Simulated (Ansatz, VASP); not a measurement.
## One calculation of NaH, two programs

```
Na H
1.0
     2.95512    0.00000    0.00000
     0.00000    2.95512    0.00000
     0.00000    0.00000    2.95512
Na H
1 1
Direct
  0.89848 0.00000 0.00000
  0.50000 0.50000 0.50000
```

Alike in both runs: task single point; functional PBE; k mesh 10 × 10 × 10; occupations gaussian, width 0.05 eV; no spin polarisation.

```csv
,VASP,Ansatz
version,VASP 6.6.1,Ansatz 0.2.0
potentials or method,"VASP PAW PBE potentials, release 64 (Na_pv, H), cutoff 500 eV","scalar-relativistic, plane waves, PAW"
valence electrons in the cell,8,10
```

```tsv
	VASP	Ansatz	Ansatz less VASP
gap on the k mesh at the Fermi level (eV)	1.07	1.07	+0.001
least direct gap on the mesh (eV)	4.38	4.39	+0.003
pressure (GPa)	0.9	1.0	+0.08
traceless stress, the component that is largest in VASP (GPa)	0.19	0.19	+0.005
rms of the force components (eV/Å)	0.073	0.071	-0.0013
```

Atom by atom the forces differ by 0.001 eV/Å (rms over components). VASP's potentials hold 8 valence electrons a cell and Ansatz's 10, so a difference there can come from the potentials and not from the codes.
